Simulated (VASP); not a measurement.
# NaCl (Fm-3m) in VASP: single point with HSE06

Aim: the single point of NaCl with HSE06.

All numbers are computed with VASP 6.6.1; they aren't measurements. Logs are shortened: lines on timing, memory, paths and dates and some standing lists are left out, and cuts for length are marked.

### 1 The cell of the first run

The structure is cubic, space group Fm-3m (No. 225). Conventional cell: a = 5.605 Å, b = 5.605 Å, c = 5.605 Å, α = 90.00°, β = 90.00°, γ = 90.00°. Na (site symmetry m-3m) has 6 Cl at 2.80 Å within 3.7 Å. Within 3.7 Å of Cl (site symmetry m-3m) lie 6 Na at 2.80 Å.

### 2 Single point, HSE06

File POSCAR:

```
NaCl
1.0
    0.0000000000      2.8027319522      2.8027319522
    2.8027319522      0.0000000000      2.8027319522
    2.8027319522      2.8027319522      0.0000000000
Na Cl
1 1
Direct
    0.0000000000      0.0000000000      0.0000000000
    0.5000000000      0.5000000000      0.5000000000
```

File INCAR.step1:

```
PREC     = Accurate       # precision mode
ENCUT    = 520            # plane-wave cutoff, eV
EDIFF    = 1E-5           # SCF threshold, eV
ISMEAR   = 0              # smearing method
SIGMA    = 0.01           # smearing width, eV
LREAL    = F              # projectors in reciprocal space
LASPH    = T              # aspherical terms in the spheres
NELM     = 100            # most SCF steps
ALGO     = Normal         # electronic algorithm
ISIF     = 2              # what is computed and relaxed
LWAVE    = T              # write WAVECAR
LCHARG   = F              # write CHGCAR
NBANDS   = 14             # bands
GGA      = PE             # functional
```

File INCAR.step2:

```
PREC     = Accurate       # precision mode
ENCUT    = 520            # plane-wave cutoff, eV
EDIFF    = 1E-7           # SCF threshold, eV
ISMEAR   = 0              # smearing method
SIGMA    = 0.01           # smearing width, eV
LREAL    = F              # projectors in reciprocal space
LASPH    = T              # aspherical terms in the spheres
NELM     = 100            # most SCF steps
ALGO     = Normal         # electronic algorithm
ISIF     = 2              # what is computed and relaxed
LWAVE    = F              # write WAVECAR
LCHARG   = F              # write CHGCAR
GGA      = PE             # functional
LHFCALC  = T              # exact exchange
HFSCREEN = 0.2079         # screening, 1/A
PRECFOCK = Normal       
NBANDS   = 14             # bands
ISTART   = 1
```

File KPOINTS:

```
Automatic mesh
0
Gamma
  6 6 6
```

Potentials or basis: VASP PAW PBE potentials, release 64 (Na_pv, Cl).

Run with:

```
$ cat potpaw_PBE.64/Na_pv/POTCAR potpaw_PBE.64/Cl/POTCAR > POTCAR
$ cp INCAR.step1 INCAR
$ mpirun -np 1 vasp_std > vasp.out
$ cp INCAR.step2 INCAR
$ mpirun -np 1 vasp_std > vasp.out
```

OUTCAR:

```text
PREC = Accurate
   ENCUT = 520
   EDIFF = 1E-7
   ISMEAR = 0
   LREAL = F
   LASPH = T
   NELM = 100
   ISIF = 2
   GGA = PE
   LHFCALC = T
   HFSCREEN = 0.2079
   PRECFOCK = Normal
   ISTART = 1

 ion  position               nearest neighbor table
   1  0.000  0.000  0.000-
   2  0.500  0.500  0.500-

  LATTYP: Found a face centered cubic cell.
 ALAT       =     5.6054639044

  Lattice vectors:

 A1 = (   0.0000000000,   2.8027319522,   2.8027319522)
 A2 = (   2.8027319522,   0.0000000000,   2.8027319522)
 A3 = (   2.8027319522,   2.8027319522,   0.0000000000)

Analysis of symmetry for initial positions (statically):
=====================================================================
 Subroutine PRICEL returns:
 Original cell was already a primitive cell.

 Routine SETGRP: Setting up the symmetry group for a
 face centered cubic supercell.

 Subroutine GETGRP returns: Found 48 space group operations
 (whereof 48 operations were pure point group operations)
 out of a pool of 48 trial point group operations.

The static configuration has the point symmetry O_h .

Analysis of symmetry for dynamics (positions and initial velocities):
=====================================================================
 Subroutine PRICEL returns:
 Original cell was already a primitive cell.

 Routine SETGRP: Setting up the symmetry group for a
 face centered cubic supercell.

 Subroutine GETGRP returns: Found 48 space group operations
 (whereof 48 operations were pure point group operations)
 out of a pool of 48 trial point group operations.

The dynamic configuration has the point symmetry O_h .

 Subroutine INISYM returns: Found 48 space group operations
 (whereof 48 operations are pure point group operations),
 and found     1 'primitive' translations

----------------------------------------------------------------------------------------

                                     Primitive cell

  volume of cell :      44.0326

  direct lattice vectors                    reciprocal lattice vectors
     0.000000000  2.802731952  2.802731952    -0.178397367  0.178397367  0.178397367
     2.802731952  0.000000000  2.802731952     0.178397367 -0.178397367  0.178397367
     2.802731952  2.802731952  0.000000000     0.178397367  0.178397367 -0.178397367

  length of vectors
     3.963661538  3.963661538  3.963661538     0.308993303  0.308993303  0.308993303

  position of ions in fractional coordinates (direct lattice)
     0.000000000  0.000000000  0.000000000
     0.500000000  0.500000000  0.500000000

  ion indices of the primitive-cell ions
   primitive index   ion index
                 1           1
                 2           2

----------------------------------------------------------------------------------------

 KPOINTS: Automatic mesh

Automatic generation of k-mesh.
 Grid dimensions read from file:
 generate k-points for:    6    6    6

 Generating k-lattice:

  Cartesian coordinates                     Fractional coordinates (reciprocal lattice)
    -0.029732894  0.029732894  0.029732894     0.166666667  0.000000000  0.000000000
     0.029732894 -0.029732894  0.029732894     0.000000000  0.166666667  0.000000000
     0.029732894  0.029732894 -0.029732894     0.000000000  0.000000000  0.166666667

  Length of vectors
     0.051498884  0.051498884  0.051498884

  Shift w.r.t. Gamma in fractional coordinates (k-lattice)
     0.000000000  0.000000000  0.000000000

 Subroutine IBZKPT returns following result:
 ===========================================

 Found     16 irreducible k-points:

 Following reciprocal coordinates:
            Coordinates               Weight
  0.000000  0.000000  0.000000      1.000000
  0.166667  0.000000  0.000000      8.000000
  0.333333  0.000000  0.000000      8.000000
  0.500000  0.000000  0.000000      4.000000
  0.166667  0.166667  0.000000      6.000000
  0.333333  0.166667  0.000000     24.000000
[... 8 lines left out ...]
 -0.333333  0.333333  0.166667     24.000000
 -0.333333  0.500000  0.166667     12.000000
   k-points           NKPTS =     16   k-points in BZ     NKDIM =    216   number of bands    NBANDS=     14
   number of dos      NEDOS =    301   number of ions     NIONS =      2
   total plane-waves  NPLWV =  27000
   dimension x,y,z NGX =    30 NGY =   30 NGZ =   30
   dimension x,y,z NGXF=    60 NGYF=   60 NGZF=   60
   ions per type =               1   1
   NGX,Y,Z   is equivalent  to a cutoff of  12.58, 12.58, 12.58 a.u.
   NGXF,Y,Z  is equivalent  to a cutoff of  25.17, 25.17, 25.17 a.u.
 SYSTEM =  unknown system
   PREC   = accura    normal or accurate (medium, high low for compatibility)
   ISTART =      1    job   : 0-new  1-cont  2-samecut
   ICHARG =      0    charge: 1-file 2-atom 10-const
   ISPIN  =      1    spin polarized calculation?
   LNONCOLLINEAR =      F non collinear calculations
   LSORBIT =      F    spin-orbit coupling
   LASPH  =      T    aspherical Exc in radial PAW
   ENCUT  =  520.0 eV  38.22 Ry    6.18 a.u.   7.37  7.37  7.37*2*pi/ulx,y,z
   NELM   =    100;   NELMIN=  2; NELMDL=  0     # of ELM steps
   EDIFF  = 0.1E-06   stopping-criterion for ELM
   LREAL  =      F    real-space projection
   EDIFFG = 0.1E-05   stopping-criterion for IOM
   NSW    =      0    number of steps for IOM
   IBRION =     -1    ionic relax: 0-MD 1-quasi-New 2-CG
   NFREE  =      0    steps in history (QN), initial steepest desc. (CG)
   ISIF   =      2    stress and relaxation
   ISYM   =      3    0-nonsym 1-usesym 2-fastsym
   POTIM  = 0.5000    time-step for ionic-motion
   TEBEG  =    0.0;   TEEND  =   0.0 temperature during run
   PSTRESS=    0.0 pullay stress
   NELECT =      14.0000    total number of electrons
   NUPDOWN=      -1.0000    fix difference up-down
   EMIN   =  10.00;   EMAX   =-10.00  energy-range for DOS
   EFERMI =   0.00;   METHOD = LEGACY
   ISMEAR =     0;   SIGMA  =   0.01  broadening in eV -4-tet -1-fermi 0-gaus
   EFERMI_NEDOS =   21; number of points for ismear=-14 and -15
   IALGO  =     38    algorithm
   IMIX   =      1    mixing-type and parameters
     AMIX     =   0.40;   BMIX     =  1.00
     AMIX_MAG =   1.60;   BMIX_MAG =  1.00
  volume/ion in A,a.u.               =      22.02       148.57
  Fermi-wavevector in a.u.,A,eV,Ry     =   1.117359  2.111502 16.986744  1.248490
  Thomas-Fermi vector in A             =   2.253981
   LORBIT       =      0    0 simple, 1 ext, 2 COOP (PROOUT), +10 PAW based schemes
   GGA     = PE    functional components
   LHFCALC =     T    Hartree Fock is set to
   PRECFOCK=normal    Normal, Fast or Accurate (Low or Medium for compatibility)
   ENCUT4O =  -1.0   cutoff for four orbital integrals eV
   NKREDX  =     1    reduce k-point grid by
   NKREDY  =     1    reduce k-point grid by
   NKREDZ  =     1    reduce k-point grid by
   AEXX    =    0.2500 exact exchange contribution
   HFSCREEN=    0.2079 screening length (either q_TF or 0.3 A-1)
   HFSCREENC=   0.2079 screening length for correlation (either q_TF or 0.3 A-1)
   ENCUTFOCK=  -1.0 apply spherical cutoff to Coloumb kernel
   IVDW    =     0    specifies the selected vdW correction
   LEPSILON=     F    determine dielectric tensor
   LRPA    =     F    only Hartree local field effects (RPA)
 non-spin polarized calculation
 Gauss-broadening in eV      SIGMA  =   0.01
  energy-cutoff  :      520.00
  volume of cell :       44.03
 maximum number of plane-waves:      1243
 NGX is ok and might be reduce to    30
  NGX = 24; NGY = 24; NGZ = 24

 number of electron      14.0000003 magnetization

 Free energy of the ion-electron system (eV)
  ---------------------------------------------------
  ext. energy  EPLUGINS =         0.00000000
  ---------------------------------------------------
  free energy    TOTEN  =        -7.87557176 eV

  energy without entropy =       -7.87557176  energy(sigma->0) =       -7.87557176

 E-fermi :  -1.5557     XC(G=0):  -6.8594

 val. band max:       -1.6170060813   @ k =   0.0000   0.0000   0.0000
 cond. band min:       4.9335158068   @ k =   0.0000   0.0000   0.0000
 fundamental gap:      6.5505218881
 Fermi energy:        -1.5557491265

 k-point     1 :       0.0000    0.0000    0.0000
  band No.  band energies     occupation
      1     -24.4648      2.00000
      2     -24.4648      2.00000
      3     -24.4648      2.00000
      4     -15.5124      2.00000
      5      -1.6170      2.00000
      6      -1.6170      2.00000
      7      -1.6170      2.00000
      8       4.9335      0.00000
      9      11.0237      0.00000
     10      11.0237      0.00000
     11      11.0237      0.00000
     12      13.3747      0.00000
     13      13.3747      0.00000
     14      14.7297      0.00000

 k-point     2 :       0.1667    0.0000    0.0000
  band No.  band energies     occupation
      1     -24.4723      2.00000
      2     -24.4652      2.00000
      3     -24.4652      2.00000
      4     -15.4209      2.00000
      5      -2.2535      2.00000
      6      -1.6939      2.00000
      7      -1.6939      2.00000
      8       5.7718      0.00000
      9      10.1907      0.00000
     10      11.3325      0.00000
     11      11.3325      0.00000
     12      13.0333      0.00000
     13      13.0333      0.00000
     14      16.0217      0.00000

 k-point     3 :       0.3333    0.0000    0.0000
  band No.  band energies     occupation
      1     -24.4873      2.00000
      2     -24.4660      2.00000
      3     -24.4660      2.00000
      4     -15.2295      2.00000
      5      -3.2773      2.00000
      6      -1.8411      2.00000
      7      -1.8411      2.00000
      8       6.8772      0.00000
      9      10.0725      0.00000
     10      11.1677      0.00000
     11      11.1677      0.00000
     12      14.1617      0.00000
     13      14.1618      0.00000
     14      15.3692      0.00000
[... 188 lines left out ...]
 k-point    15 :      -0.3333    0.3333    0.1667
  band No.  band energies     occupation
      1     -24.4850      2.00000
      2     -24.4759      2.00000
      3     -24.4707      2.00000
      4     -15.0723      2.00000
      5      -3.2258      2.00000
      6      -2.6980      2.00000
      7      -2.2031      2.00000
      8       8.7692      0.00000
      9       9.1332      0.00000
     10       9.8978      0.00000
     11      11.9287      0.00000
     12      14.3614      0.00000
     13      15.8849      0.00000
     14      16.9898      0.00000

 k-point    16 :      -0.3333    0.5000    0.1667
  band No.  band energies     occupation
      1     -24.4821      2.00000
      2     -24.4760      2.00000
      3     -24.4744      2.00000
      4     -15.0575      2.00000
      5      -3.1988      2.00000
      6      -2.6217      2.00000
      7      -2.3996      2.00000
      8       8.3299      0.00000
      9       8.6796      0.00000
     10      10.4855      0.00000
     11      12.1677      0.00000
     12      15.4491      0.00000
     13      16.5642      0.00000
     14      16.6021      0.00000

------------------------ aborting loop because EDIFF is reached ----------------------------------------

  FORCE on cell =-STRESS in cart. coord.  units (eV):
  Direction    XX          YY          ZZ          XY          YZ          ZX
  --------------------------------------------------------------------------------------
  -------------------------------------------------------------------------------------
  Total        0.1919034      0.1919034      0.1919034      0.0000000      0.0000000      0.0000000
  in kB        6.9826230      6.9826230      6.9826230      0.0000000      0.0000000      0.0000000
  external PRESSURE =       6.9826230 kB  Pullay stress =       0.0000000 kB

 VOLUME and BASIS-vectors are now :
 -----------------------------------------------------------------------------
  energy-cutoff  :      520.00
  volume of cell :       44.03
      direct lattice vectors                 reciprocal lattice vectors
     0.000000000  2.802731952  2.802731952    -0.178397367  0.178397367  0.178397367
     2.802731952  0.000000000  2.802731952     0.178397367 -0.178397367  0.178397367
     2.802731952  2.802731952  0.000000000     0.178397367  0.178397367 -0.178397367

 POSITION                                       TOTAL-FORCE (eV/Angst)
 -----------------------------------------------------------------------------------
      0.00000      0.00000      0.00000        -0.000000      0.000000      0.000000
      2.80273      2.80273      2.80273         0.000000     -0.000000     -0.000000
 -----------------------------------------------------------------------------------
    total drift:                                0.000001     -0.000001     -0.000001

  FREE ENERGIE OF THE ION-ELECTRON SYSTEM (eV)
  ---------------------------------------------------
  free  energy   TOTEN  =        -7.8755717625 eV

  energy  without entropy=       -7.8755717625  energy(sigma->0) =       -7.87557176
```

Run time: 22 min. Hardware: 1 thread of Intel Xeon Platinum 8488C (Sapphire Rapids), shared host; peak memory 0.28 GiB.

Results:

```
Free energy            : -7.8756 eV
Pressure               : 0.7 GPa
Band gap on the k mesh : 6.55 eV
```

Caveat: the PAW data sets were made with another functional, which shifts forces and pressure a little.
